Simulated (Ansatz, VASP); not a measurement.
## Al2Cu in VASP and in Ansatz

File POSCAR:

```
Al2Cu
1.0
   -3.0535899895      3.0535899895      2.4546494773
    3.0535899895     -3.0535899895      2.4546494773
    3.0535899895      3.0535899895     -2.4546494773
Cu Al
2 4
Direct
    0.2500000000      0.2500000000      0.0000000000
    0.7500000000      0.7500000000      0.0000000000
    0.3419000000      0.1581000000      0.5000000000
    0.8419000000      0.3419000000      0.1838000000
    0.6581000000      0.8419000000      0.5000000000
    0.1581000000      0.6581000000      0.8162000000
```

Contents of INCAR.step1:

```
SYSTEM = Al2Cu
ALGO     = Normal         ! electronic algorithm
EDIFF    = 1E-4           ! SCF threshold, eV
ENCUT    = 520            ! plane-wave cutoff, eV
GGA      = PE             ! functional
ISMEAR   = -1             ! smearing method
LASPH    = .True.         ! aspherical terms in the spheres
LCHARG   = .False.        ! write CHGCAR
LREAL    = .False.        ! projectors in reciprocal space
LWAVE    = .True.         ! write WAVECAR
NBANDS   = 26             ! bands
NELM     = 80             ! most SCF steps
PREC     = Accurate       ! precision mode
SIGMA    = 0.05           ! smearing width, eV
```

INCAR.step2

```
SYSTEM = Al2Cu
ALGO     = Normal         ! electronic algorithm
EDIFF    = 1E-7           ! SCF threshold, eV
ENCUT    = 520            ! plane-wave cutoff, eV
ISIF     = 2              ! what is computed and relaxed
ISMEAR   = -1             ! smearing method
ISTART   = 1            
LASPH    = .True.         ! aspherical terms in the spheres
LCHARG   = .False.        ! write CHGCAR
LMIXTAU  = .True.       
LREAL    = .False.        ! projectors in reciprocal space
LWAVE    = .False.        ! write WAVECAR
METAGGA  = R2SCAN         ! meta-GGA
NBANDS   = 26             ! bands
NELM     = 80             ! most SCF steps
PREC     = Accurate       ! precision mode
SIGMA    = 0.05           ! smearing width, eV
```

KPOINTS

```
k-points
0
Gamma
  7 7 7
  0 0 0
```

Contents of input.yaml:

```yaml
crystal:
  lattice:
    - [-3.0535899895, 3.0535899895, 2.4546494773]
    - [3.0535899895, -3.0535899895, 2.4546494773]
    - [3.0535899895, 3.0535899895, -2.4546494773]
  atoms:
    - { symbol: Cu, position: [0.25, 0.25, 0.0] }
    - { symbol: Cu, position: [0.75, 0.75, 0.0] }
    - { symbol: Al, position: [0.3419, 0.1581, 0.5] }
    - { symbol: Al, position: [0.8419, 0.3419, 0.1838] }
    - { symbol: Al, position: [0.6581, 0.8419, 0.5] }
    - { symbol: Al, position: [0.1581, 0.6581, 0.8162] }
hamiltonian:
  xc: r2scan
  pseudopotentials: { kind: paw }
kpoints:
  mp_grid: { grid: [7, 7, 7] }
scf:
  occupations: { method: fermi_dirac, width: 0.05 }
output:
  forces: true
  stress: true
  eigenvalues: true
```

Alike in both runs: task single point; functional r2SCAN; k mesh 7 × 7 × 7; occupations fermi-dirac, width 0.05 eV; no spin polarisation.

|  | VASP | Ansatz |
| --- | --- | --- |
| version | VASP 6.6.1 | Ansatz 0.2.0 |
| potentials or method | VASP PAW PBE potentials, release 64 (Cu, Al) | Ansatz PAW |
| plane-wave cutoff (eV) | 520 | 500 |
| valence electrons in the cell | 34 | 50 |

```csv
,VASP,Ansatz,Ansatz less VASP
gap on the k mesh at the Fermi level (eV),none,none,-
pressure (GPa),-5.8,-5.8,+0.08
"traceless stress, the component that is largest in VASP (GPa)",-0.03,-0.08,-0.043
rms of the force components (eV/Å),0.042,0.044,+0.0022
```

VASP's potentials were made for PBE, not for r2SCAN. Atom by atom the forces differ by 0.002 eV/Å (rms over components). A gap of «none» marks a metal or a gap that the smearing closes. The functional is the same, so the differences come from potentials, cutoffs and numerics. VASP's potentials hold 34 valence electrons a cell and Ansatz's 50, so a difference there can come from the potentials and not from the codes.
